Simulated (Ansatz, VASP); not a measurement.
Ag2Sn2Au in VASP and in Ansatz

```
Au Sn Ag
1.0
     0.00000    4.46533    0.00000
     4.46533    0.00000    0.00000
     2.23267    2.23267   -5.60796
Au Sn Ag
1 2 2
Direct
  0.00000 0.00000 0.00000
  0.38100 0.38100 0.23800
  0.61900 0.61900 0.76200
  0.75000 0.25000 0.50000
  0.25000 0.75000 0.50000
```

Alike in both runs: task single point; functional r2SCAN; k mesh 4 × 4 × 4; occupations fermi-dirac, width 0.0682 eV; no spin polarisation.

```csv
,VASP,Ansatz
version,VASP 6.6.1,Ansatz 0.2.0
potentials or method,"VASP PAW PBE potentials, release 64 (Au, Sn_d, Ag), cutoff 520 eV",PAW plane waves
valence electrons in the cell,61,85
```

|  | VASP | Ansatz | Ansatz less VASP |
| --- | --- | --- | --- |
| gap on the k mesh at the Fermi level (eV) | none | none | - |
| pressure (GPa) | 5.0 | 4.9 | -0.10 |
| traceless stress, the component that is largest in VASP (GPa) | 2.33 | 2.34 | +0.011 |
| rms of the force components (eV/Å) | 0.250 | 0.244 | -0.0056 |

VASP's potentials were made for PBE, not for r2SCAN. Atom by atom the forces differ by 0.006 eV/Å (rms over components). A gap of «none» marks a metal or a gap that the smearing closes. The functional is the same, so the differences come from potentials, cutoffs and numerics. VASP's potentials hold 61 valence electrons a cell and Ansatz's 85, so a difference there can come from the potentials and not from the codes.

The k mesh is coarse, so the values compare programs but aren't converged. Spin-orbit coupling is off throughout.
